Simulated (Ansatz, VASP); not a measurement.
**Two plane-wave programs on CsPbBr3**

```xyz
5
Lattice="5.9430 0.0000 0.0000 0.0000 5.9430 0.0000 0.0000 0.0000 5.9430" Properties=species:S:1:pos:R:3 pbc="T T T"
Cs    0.0000    0.0000    0.0000
Pb    2.9715    2.9715    2.9715
Br    2.9715    2.9715    0.0000
Br    2.9715    0.0000    2.9715
Br    0.0000    2.9715    2.9715
```

Alike in both runs: task single point; functional PBE; k mesh 4 × 4 × 4; occupations fermi-dirac, width 0.02 eV; no spin polarisation.

|  | VASP | Ansatz |
| --- | --- | --- |
| version | VASP 6.6.1 | Ansatz 0.2.0 |
| potentials or method | VASP PAW PBE potentials, release 64 (Cs_sv, Pb_d, Br) | plane waves, PAW |
| plane-wave cutoff (eV) | 520 | 420 |
| valence electrons in the cell | 44 | 44 |

|  | VASP | Ansatz | Ansatz less VASP |
| --- | --- | --- | --- |
| gap on the k mesh at the Fermi level (eV) | 1.67 | 1.67 | -0.005 |
| pressure (GPa) | 0.7 | 0.7 | +0.01 |

With one functional, cell and mesh, what is left measures potentials, basis and numerics.

Neither program's run includes spin-orbit coupling.
